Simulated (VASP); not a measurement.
Set up this calculation in VASP 6.6.1, as the native input.

```
Task                   : single point
Functional             : PBEsol
Potentials or basis    : VASP PAW PBE potentials, release 64 (Rh_pv)
Cutoff                 : 520 eV
k mesh                 : 13 × 13 × 7
Occupations            : fermi-dirac, width 0.1 eV
Spin                   : no spin polarisation
Dipole correction      : no
Further INCAR settings : ALGO = Normal; EDIFF = 1e-06; NBANDS = 22
```

The structure of Rh lies in POSCAR:

```
Rh
1.0
    2.6886965440      0.0000000000      0.0000000000
   -1.3443482720      2.3284795102      0.0000000000
    0.0000000000      0.0000000000      4.3369349237
Rh
2
Direct
    0.3333333333      0.6666666667      0.2500000000
    0.6666666667      0.3333333333      0.7500000000
```

This isn't the form of Rh at room conditions, which is fcc.

One way to write it, as run:

INCAR

```
ALGO = Normal ; EDIFF = 1E-6
ENCUT = 520 ; GGA = PS
ISIF = 2 ; ISMEAR = -1
LASPH = True ; LCHARG = False
LREAL = False ; LWAVE = False
NBANDS = 22 ; NELM = 60
PREC = Accurate ; SIGMA = 0.1
```

KPOINTS

```
k-points
0
Gamma
  13 13 7
```

Potentials or basis: VASP PAW PBE potentials, release 64 (Rh_pv).

Launch:

```bash
$ cat potpaw_PBE.64/Rh_pv/POTCAR > POTCAR
$ mpirun -np 1 vasp_std > vasp.out
```

It gave:

```json
{"Pressure": "-0.1 GPa", "Band gap on the k mesh": "zero (bands 15 and 16 overlap by 2.42 eV)"}
```

Caveat: the PAW data sets were made with another functional, which shifts forces and pressure a little.

Wall time 13 s on 1 thread of Intel(R) Xeon(R) 6975P-C (Granite Rapids), on a shared host, peak memory 0.16 GiB.
